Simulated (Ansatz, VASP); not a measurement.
**B3P2: VASP beside Ansatz**

```xyz
5
Lattice="3.0791 0.0000 0.0000 -1.5396 2.6666 0.0000 0.0000 0.0000 6.3252" Properties=species:S:1:pos:R:3 pbc="T T T"
B     0.0000    0.0000    0.0000
B     0.0000    1.7777    3.0488
B     1.5396    0.8889    3.2764
P     0.0000    1.7777    1.1495
P     1.5396    0.8889    5.1757
```

Alike in both runs: task single point; functional PBE; k mesh 12 × 12 × 4; occupations gaussian, width 0.1 eV; no spin polarisation.

|  | VASP | Ansatz |
| --- | --- | --- |
| version | VASP 6.6.1 | Ansatz 0.2.0 |
| potentials or method | VASP PAW PBE potentials, release 64 (B, P), cutoff 520 eV | scalar-relativistic, plane waves, PAW |
| valence electrons in the cell | 19 | 19 |

Ansatz gave:

- gap on the k mesh at the Fermi level (eV): none
- pressure (GPa): 0.2
- traceless stress, the component that is largest in VASP (GPa): 0.13
- rms of the force components (eV/Å): 0.040

Task: Estimate VASP's values.

Result: gap on the k mesh at the Fermi level (eV): none; pressure (GPa): 0.0; traceless stress, the component that is largest in VASP (GPa): 0.08; rms of the force components (eV/Å): 0.041.

Atom by atom the forces differ by 0.004 eV/Å (rms over components). A gap of «none» marks a metal or a gap that the smearing closes.
